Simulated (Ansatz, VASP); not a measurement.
One calculation of HfB2, two programs

```xyz
3
Lattice="3.1608 0.0000 0.0000 -1.5804 2.7373 0.0000 0.0000 0.0000 3.5030" Properties=species:S:1:pos:R:3 pbc="T T T"
Hf    0.0000    0.0000    0.0000
B     0.0000    1.8249    1.7515
B     1.5804    0.9124    1.7515
```

Change from the starting cell: volume scaled by 1.02.

Alike in both runs: task single point; functional PBEsol; k mesh 13 × 13 × 11; occupations fermi-dirac, width 0.05 eV; no spin polarisation.

|  | VASP | Ansatz |
| --- | --- | --- |
| version | VASP 6.6.1 | Ansatz 0.2.0 |
| potentials or method | VASP PAW PBE potentials, release 64 (Hf_pv, B), cutoff 520 eV | all-electron LAPW, scalar-relativistic |

```tsv
	VASP	Ansatz	Ansatz less VASP
pressure (GPa)	-9.2	-9.0	+0.23
traceless stress, the component that is largest in VASP (GPa)	-0.37	-0.45	-0.075
```

VASP's potentials were made for PBE, not for PBEsol. Ansatz ran all-electron here, and VASP with PAW potentials.

Neither program's run includes spin-orbit coupling.
